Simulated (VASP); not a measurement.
**Ta: single point with PBE+D3(BJ)**

The system is Ta.

```xyz
2
Lattice="2.8737 0.0000 0.0000 -1.4368 2.4887 0.0000 0.0000 0.0000 5.0847" Properties=species:S:1:pos:R:3 pbc="T T T"
Ta    0.0000    1.6591    1.2712
Ta    1.4368    0.8296    3.8135
```

This isn't the form of Ta at room conditions, which is bcc.

```
Program                : VASP 6.6.1
Task                   : single point
Functional             : PBE
Dispersion             : D3(BJ)
Potentials or basis    : VASP PAW PBE potentials, release 64 (Ta_pv)
Cutoff                 : 500 eV
k mesh                 : 18 × 18 × 10
Occupations            : gaussian, width 0.1 eV
Spin                   : no spin polarisation
Dipole correction      : no
Further INCAR settings : ALGO = Normal; EDIFF = 1e-06; NBANDS = 18
```

* Pressure: 0.1 GPa
* Band gap on the k mesh: zero (bands 11 and 12 overlap by 2.33 eV)
* Dispersion energy per atom: -0.656 eV

Levels at points of the mesh, in eV from the Fermi level:
| k point | band 7 | band 8 | band 9 | band 10 | band 11 | band 12 | band 13 | band 14 | band 15 | band 16 |
| --- | --- | --- | --- | --- | --- | --- | --- | --- | --- | --- |
| (0.00, 0.00, 0.00) | -8.30 | -4.99 | -0.53 | 0.03 | 0.59 | 0.59 | 1.20 | 1.20 | 3.02 | 3.02 |
| (0.50, 0.00, 0.00) | -4.13 | -3.98 | -3.46 | -0.43 | -0.34 | 0.57 | 0.82 | 5.80 | 6.64 | 6.97 |
| (0.00, 0.00, 0.50) | -6.40 | -6.40 | -1.18 | -1.18 | 0.64 | 0.64 | 0.64 | 0.64 | 4.57 | 4.57 |
| (0.50, 0.00, 0.50) | -4.46 | -4.46 | -2.37 | -2.37 | 1.59 | 1.59 | 2.66 | 2.66 | 5.79 | 5.79 |

It took 120 s on 1 thread of Intel(R) Xeon(R) Platinum 8259CL CPU @ 2.50GHz (Skylake/Cascade Lake), on a shared host, peak memory 0.25 GiB.

Caveat: spin-orbit coupling is left out, which moves the levels of the heavy elements.
